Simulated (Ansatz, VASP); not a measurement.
**Na: VASP beside Ansatz**

Contents of INCAR:

```
SYSTEM = Na
PREC = Accurate
ENCUT = 520
EDIFF = 1E-6
ISMEAR = 0
SIGMA = 0.15
LREAL = .False.
LASPH = .True.
NELM = 100
ALGO = Fast
ISIF = 2
LWAVE = .False.
LCHARG = .True.
GGA = PE
LELF = .True.
LVHAR = .True.
NBANDS = 10
```

The input KPOINTS:

```
regular mesh
0
Gamma
  16 16 16
  0 0 0
```

Contents of POSCAR:

```
Na
1.0
   -2.1175000000      2.1175000000      2.0539750000
    2.1175000000     -2.1175000000      2.0539750000
    2.1175000000      2.1175000000     -2.0539750000
Na
1
Direct
    0.0000000000      0.0000000000      0.0000000000
```

Input for Ansatz:

```yaml
crystal:
  lattice:
    - [-2.1175, 2.1175, 2.053975]
    - [2.1175, -2.1175, 2.053975]
    - [2.1175, 2.1175, -2.053975]
  atoms:
    - { symbol: Na, position: [0.0, 0.0, 0.0] }
basis:
  ecutwfc: 420
kpoints:
  mp_grid: { grid: [16, 16, 16] }
hamiltonian:
  xc: pbe
scf:
  occupations: { method: gaussian, width: 0.15 }
output:
  forces: true
  stress: true
  eigenvalues: true
```

Change from the starting cell: strain +0.000 along x and y, -0.030 along z, atoms carried along.

Alike in both runs: task single point; functional PBE; k mesh 16 × 16 × 16; occupations gaussian, width 0.15 eV; no spin polarisation.

|  | VASP | Ansatz |
| --- | --- | --- |
| version | VASP 6.6.1 | Ansatz 0.2.0 |
| potentials or method | VASP PAW PBE potentials, release 64 (Na_pv), cutoff 520 eV | scalar-relativistic, plane waves, PAW |
| valence electrons in the cell | 7 | 9 |

```csv
,VASP,Ansatz,Ansatz less VASP
gap on the k mesh at the Fermi level (eV),none,none,-
pressure (GPa),-0.1,0.0,+0.10
```

A gap of «none» marks a metal or a gap that the smearing closes. VASP's potentials hold 7 valence electrons a cell and Ansatz's 9, so a difference there can come from the potentials and not from the codes.
